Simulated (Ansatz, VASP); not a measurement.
**In4Sb3As: VASP beside Ansatz**

The input INCAR:

```
SYSTEM = In4Sb3As
PREC = Accurate
ENCUT = 520
EDIFF = 1E-7
ISMEAR = -1
SIGMA = 0.02
LREAL = .False.
LASPH = .True.
NELM = 80
ALGO = Normal
ISIF = 2
LWAVE = .False.
LCHARG = .False.
GGA = PE
NBANDS = 46
```

The input KPOINTS:

```
regular mesh
0
Gamma
  4 4 4
  0 0 0
```

File POSCAR:

```
In4Sb3As
1.0
   -3.3274180421      3.3274180421      6.6420337154
    3.3274180421     -3.3274180421      6.6420337154
    3.3274180421      3.3274180421     -6.6420337154
As In Sb
1 4 3
Direct
    0.0000000000      0.0000000000      0.0000000000
    0.6405060993      0.6405060993      0.5226899357
    0.8821838364      0.3594939007      0.0000000000
    0.1178161636      0.1178161636      0.4773100643
    0.3594939007      0.8821838364      0.0000000000
    0.2500000000      0.7500000000      0.5000000000
    0.5000000000      0.5000000000      0.0000000000
    0.7500000000      0.2500000000      0.5000000000
```

Input for Ansatz:

```yaml
crystal:
  lattice:
    - [-3.3274180421, 3.3274180421, 6.6420337154]
    - [3.3274180421, -3.3274180421, 6.6420337154]
    - [3.3274180421, 3.3274180421, -6.6420337154]
  atoms:
    - { symbol: As, position: [0.0, 0.0, 0.0] }
    - { symbol: In, position: [0.6405060993, 0.6405060993, 0.5226899357] }
    - { symbol: Sb, position: [0.25, 0.75, 0.5] }
    - { symbol: In, position: [0.8821838364, 0.3594939007, 0.0] }
    - { symbol: Sb, position: [0.5, 0.5, 0.0] }
    - { symbol: In, position: [0.1178161636, 0.1178161636, 0.4773100643] }
    - { symbol: Sb, position: [0.75, 0.25, 0.5] }
    - { symbol: In, position: [0.3594939007, 0.8821838364, 0.0] }
kpoints:
  mp_grid: { grid: [4, 4, 4] }
hamiltonian:
  xc: pbe
scf:
  occupations: { method: fermi_dirac, width: 0.02 }
  n_extra_bands: 6
output:
  forces: true
  stress: true
  eigenvalues: true
```

Alike in both runs: task single point; functional PBE; k mesh 4 × 4 × 4; occupations fermi-dirac, width 0.02 eV; no spin polarisation.

```csv
,VASP,Ansatz
version,VASP 6.6.1,Ansatz 0.2.0
potentials or method,"VASP PAW PBE potentials, release 64 (As, In_d, Sb)","plane waves, PAW"
plane-wave cutoff (eV),520,420
valence electrons in the cell,72,112
```

|  | VASP | Ansatz | Ansatz less VASP |
| --- | --- | --- | --- |
| pressure (GPa) | -2.0 | -2.0 | +0.01 |
| rms of the force components (eV/Å) | 0.007 | 0.006 | -0.0017 |

VASP's potentials hold 72 valence electrons a cell and Ansatz's 112, so a difference there can come from the potentials and not from the codes.

Neither program's run includes spin-orbit coupling.
